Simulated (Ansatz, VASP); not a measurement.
**ZnS: VASP beside Ansatz**

```
Zn S
1.0
     3.55466    0.00000    0.00000
    -1.77733    3.07842    0.00000
     0.00000    0.00000   13.95629
Zn S
4 4
Direct
  0.00000 0.00000 0.00005
  0.00000 0.00000 0.50005
  0.33333 0.66667 0.25002
  0.66667 0.33333 0.75002
  0.00000 0.00000 0.18729
  0.00000 0.00000 0.68729
  0.33333 0.66667 0.43764
  0.66667 0.33333 0.93764
```

Alike in both runs: task single point; functional PBE; k mesh 9 × 9 × 4; occupations gaussian, width 0.05 eV; no spin polarisation.

|  | VASP | Ansatz |
| --- | --- | --- |
| version | VASP 6.6.1 | Ansatz 0.2.0 |
| potentials or method | VASP PAW PBE potentials, release 64 (Zn, S), cutoff 520 eV | scalar-relativistic, plane waves, PAW |
| valence electrons in the cell | 72 | 72 |

```csv
,VASP,Ansatz,Ansatz less VASP
gap on the k mesh at the Fermi level (eV),1.32,1.32,+0.001
least direct gap on the mesh (eV),1.32,1.32,+0.001
pressure (GPa),8.3,8.1,-0.17
"traceless stress, the component that is largest in VASP (GPa)",-15.16,-15.08,+0.081
rms of the force components (eV/Å),0.445,0.437,-0.0086
```

Atom by atom the forces differ by 0.009 eV/Å (rms over components). With one functional, cell and mesh, what is left measures potentials, basis and numerics.
